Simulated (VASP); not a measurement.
# TaN (Fm-3m) in VASP: settings compared, part 2 of 2

VASP 6.6.1.

**3. Single point, PBE**

This run uses another cell than the first one, of 10.81 Å³/atom, 1.042 times its volume.

Contents of INCAR:

```
  ALGO = Normal
  EDIFF = 1E-6
  ENCUT = 520
  GGA = PE
  ISIF = 2
  ISMEAR = 0
  LASPH = True
  LCHARG = False
  LREAL = False
  LWAVE = False
  NBANDS = 15
  NELM = 100
  PREC = Accurate
  SIGMA = 0.013000000000000001
```

Contents of KPOINTS:

```
k-points
0
Gamma
  10 10 10
```

Contents of POSCAR:

```
TaN
1.0
    0.0000000000      2.2113230000      2.2113230000
    2.2113230000      0.0000000000      2.2113230000
    2.2113230000      2.2113230000      0.0000000000
Ta N
1 1
Direct
    0.5000000000      0.5000000000      0.5000000000
    0.0000000000      0.0000000000      0.0000000000
```

Potentials or basis: VASP PAW PBE potentials, release 64 (Ta_pv, N).

Started as:

```console
cat potpaw_PBE.64/Ta_pv/POTCAR potpaw_PBE.64/N/POTCAR > POTCAR
mpirun -np 1 vasp_std > vasp.out
```

Wall time 8.7 s (1 thread of Intel Xeon 6975P-C, shared host); peak memory 0.15 GiB.

The run converged. Its results:

```yaml
Free_energy: -21.8387 eV
Pressure: -0.6 GPa
Band_gap_on_the_k_mesh: zero (band 8 reaches 11.20 eV, above the bottom of band 9 at 7.29 eV)
```

Levels at points of the mesh, in eV from the Fermi level:
| k point | band 4 | band 5 | band 6 | band 7 | band 8 | band 9 | band 10 | band 11 | band 12 | band 13 |
| --- | --- | --- | --- | --- | --- | --- | --- | --- | --- | --- |
| (0.00, 0.00, 0.00) | -18.77 | -3.82 | -3.82 | -3.82 | -2.12 | -2.12 | -2.12 | 0.00 | 0.00 | 1.32 |
| (0.50, 0.00, 0.00) | -15.85 | -10.29 | -7.51 | -7.51 | 1.78 | 1.78 | 1.88 | 3.71 | 7.29 | 7.29 |
| (0.50, 0.50, 0.00) | -17.52 | -6.66 | -5.41 | -4.65 | -4.65 | 2.00 | 3.38 | 3.38 | 4.30 | 6.56 |

Caveat: spin-orbit coupling is left out, which moves the levels of the heavy elements.

**4. Single point, PBE**

This run uses another cell than the first one, of 10.81 Å³/atom, 1.042 times its volume.

Contents of INCAR:

```
SYSTEM = TaN
ALGO     = Normal         ! electronic algorithm
EDIFF    = 1E-6           ! SCF threshold, eV
ENCUT    = 520            ! plane-wave cutoff, eV
GGA      = PE             ! functional
ISIF     = 2              ! what is computed and relaxed
ISMEAR   = 0              ! smearing method
LASPH    = .TRUE.         ! aspherical terms in the spheres
LCHARG   = .FALSE.        ! write CHGCAR
LREAL    = .FALSE.        ! projectors in reciprocal space
LWAVE    = .FALSE.        ! write WAVECAR
NBANDS   = 15             ! bands
NELM     = 60             ! most SCF steps
PREC     = Accurate       ! precision mode
SIGMA    = 0.014          ! smearing width, eV
```

Contents of KPOINTS:

```
k-points
0
G
  10 10 10
  0 0 0
```

POSCAR is that of step 3.

Potentials or basis: VASP PAW PBE potentials, release 64 (Ta_pv, N).

Started as:

```console
cat potpaw_PBE.64/Ta_pv/POTCAR potpaw_PBE.64/N/POTCAR > POTCAR
mpirun -np 1 vasp_std > vasp.out
```

OUTCAR:

```text
SYSTEM = TaN
   EDIFF = 1E-6
   ENCUT = 520
   GGA = PE
   ISIF = 2
   ISMEAR = 0
   LASPH = .TRUE.
   LREAL = .FALSE.
   NELM = 60
   PREC = Accurate

 ion  position               nearest neighbor table
   1  0.500  0.500  0.500-   2 2.21   2 2.21   2 2.21   2 2.21   2 2.21   2 2.21
   2  0.000  0.000  0.000-   1 2.21   1 2.21   1 2.21   1 2.21   1 2.21   1 2.21

  LATTYP: Found a face centered cubic cell.
 ALAT       =     4.4226460000

  Lattice vectors:

[... 620 lines left out ...]

  FORCE on cell =-STRESS in cart. coord.  units (eV):
  Direction    XX          YY          ZZ          XY          YZ          ZX
  --------------------------------------------------------------------------------------
  -------------------------------------------------------------------------------------
  Total       -0.0794955     -0.0794955     -0.0794955     -0.0000000      0.0000000      0.0000000
  in kB       -5.8893425     -5.8893425     -5.8893425     -0.0000000      0.0000000      0.0000000
  external PRESSURE =      -5.8893425 kB  Pullay stress =       0.0000000 kB

 VOLUME and BASIS-vectors are now :
 -----------------------------------------------------------------------------
  energy-cutoff  :      520.00
  volume of cell :       21.63
      direct lattice vectors                 reciprocal lattice vectors
     0.000000000  2.211323000  2.211323000    -0.226108985  0.226108985  0.226108985
     2.211323000  0.000000000  2.211323000     0.226108985 -0.226108985  0.226108985
     2.211323000  2.211323000  0.000000000     0.226108985  0.226108985 -0.226108985

 POSITION                                       TOTAL-FORCE (eV/Angst)
 -----------------------------------------------------------------------------------
      2.21132      2.21132      2.21132        -0.000000     -0.000000      0.000000
      0.00000      0.00000      0.00000         0.000000      0.000000      0.000000
 -----------------------------------------------------------------------------------
    total drift:                                0.000000     -0.000000     -0.000000

  FREE ENERGIE OF THE ION-ELECTRON SYSTEM (eV)
  ---------------------------------------------------
  free  energy   TOTEN  =       -21.8386963878 eV

  energy  without entropy=      -21.8383702059  energy(sigma->0) =      -21.83853330
```

stdout:

```text
POSCAR found type information on POSCAR TaN
 POSCAR found :  2 types and       2 ions
 scaLAPACK will be used
 LDA part: xc-table for (Slater+PW92), standard interpolation
 POSCAR, INCAR and KPOINTS ok, starting setup
 FFT: planning ... GRIDC
 FFT: planning ... GRID_SOFT
 FFT: planning ... GRID
 WAVECAR not read
 entering main loop
```

Run time: 8.6 s. Hardware: 1 thread of Intel Xeon 6975P-C, shared host; peak memory 0.15 GiB.

Results:

```yaml
Free_energy: -21.8387 eV
Pressure: -0.6 GPa
Band_gap_on_the_k_mesh: zero (band 8 reaches 11.20 eV, above the bottom of band 9 at 7.29 eV)
```

Levels at points of the mesh, in eV from the Fermi level:
```tsv
k point	band 4	band 5	band 6	band 7	band 8	band 9	band 10	band 11	band 12	band 13
(0.00, 0.00, 0.00)	-18.77	-3.82	-3.82	-3.82	-2.12	-2.12	-2.12	0.00	0.00	1.32
(0.50, 0.00, 0.00)	-15.85	-10.29	-7.51	-7.51	1.79	1.79	1.88	3.71	7.29	7.29
(0.50, 0.50, 0.00)	-17.52	-6.66	-5.41	-4.64	-4.64	2.00	3.38	3.38	4.30	6.56
```

Caveat: spin-orbit coupling is left out, which moves the levels of the heavy elements.

**5. Overview**

| level | cell | smearing | gap on the mesh (eV) | pressure (GPa) |
| --- | --- | --- | --- | --- |
| PBEsol+D4 | a = 3.085 Å, angles 60.0°, 2 atoms | fermi-dirac 0.05 eV | none | 1.0 |
| PBE | a = 3.127 Å, angles 60.0°, 2 atoms | gaussian 0.013 eV | none | -0.6 |
| PBE | a = 3.127 Å, angles 60.0°, 2 atoms | gaussian 0.014 eV | none | -0.6 |

Alike in all rows: task single point; potentials or basis VASP PAW PBE potentials, release 64 (Ta_pv, N); no spin polarisation; k mesh 10 × 10 × 10; cutoff (eV) 520.

Caveats: spin-orbit coupling is left out, which moves the levels of the heavy elements; the PAW data sets were made with another functional, which shifts forces and pressure a little (some runs); pairwise dispersion overbinds metals, which lowers pressure and volume (some runs).

Total energies depend on the potentials used, so only differences within one code and one set of settings carry meaning.
